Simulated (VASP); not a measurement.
Wanted: the native input for a VASP 6.6.1 run.

```yaml
Task: single point
Functional: LDA
Potentials_or_basis: VASP PAW LDA potentials, release 64 (Mo_sv)
Cutoff: 520 eV
k_mesh: 14 × 14 × 14
Occupations: methfessel-paxton, width 0.01 eV
Spin: no spin polarisation
Dipole_correction: no
Further_INCAR_settings: ALGO = Normal; EDIFF = 1e-07; NBANDS = 13
```

The structure of Mo lies in POSCAR:

```
Mo
1.0
   -1.5565618036      1.5565618036      1.5565618036
    1.5565618036     -1.5565618036      1.5565618036
    1.5565618036      1.5565618036     -1.5565618036
Mo
1
Direct
    0.0000000000      0.0000000000      0.0000000000
```

These files were run (other wordings do the same):

INCAR

```
PREC = Accurate
ENCUT = 520
EDIFF = 1E-7
ISMEAR = 1
SIGMA = 0.01
LREAL = False
LASPH = True
NELM = 60
ALGO = Normal
ISIF = 2
LWAVE = False
LCHARG = False
GGA = CA
NBANDS = 13
```

KPOINTS

```
regular mesh
0
Gamma
  14 14 14
```

Potentials or basis: VASP PAW LDA potentials, release 64 (Mo_sv).

Run with:

```bash
$ cat potpaw_LDA.64/Mo_sv/POTCAR > POTCAR
$ mpirun -np 1 vasp_std > vasp.out
```

Results of the run:

```yaml
Pressure: 1.3 GPa
Band_gap_on_the_k_mesh: zero (band 7 reaches 17.25 eV, above the bottom of band 8 at 11.59 eV)
```

Run time: 24 s on 1 thread of AMD EPYC 7R13, on a shared host, peak memory 0.1 GiB.
